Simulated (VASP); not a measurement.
CuO, 4 atoms in the cell. The typed cell holds 4 atoms: a = 2.880 Å, b = 2.880 Å, c = 5.176 Å, α = 89.81°, β = 89.81°, γ = 89.22°. 

```yaml
Program: VASP 6.6.1
Task: relaxation of cell and atoms
Functional: r2SCAN
Dispersion: D3(BJ)
Potentials_or_basis: VASP PAW PBE potentials, release 64 (Cu, O)
Cutoff: 600 eV
k_mesh: 9 × 9 × 5
Occupations: fermi-dirac, width 0.05 eV
Spin: no spin polarisation
Dipole_correction: no
Further_INCAR_settings: ALGO = Normal; EDIFF = 1e-06; IBRION = 2; EDIFFG = -0.01; NSW = 60; ISIF = 3
```

Potentials or basis: VASP PAW PBE potentials, release 64 (Cu, O).

Run with:

```sh
$ cat potpaw_PBE.64/Cu/POTCAR potpaw_PBE.64/O/POTCAR > POTCAR
$ cp INCAR.step1 INCAR
$ mpirun -np 4 vasp_std > vasp.out
$ cp INCAR.step2 INCAR
$ mpirun -np 4 vasp_std > vasp.out
```

Hardware: 4 MPI ranks on Oxide Virtual Turin-like Processor, with other jobs on the host.

Question: Estimate the wall time of this run.

Answer: Wall time 25 min on 4 MPI ranks on Oxide Virtual Turin-like Processor (shared host), peak memory 0.31 GiB a rank. Counts: k points 203, ion steps 6.
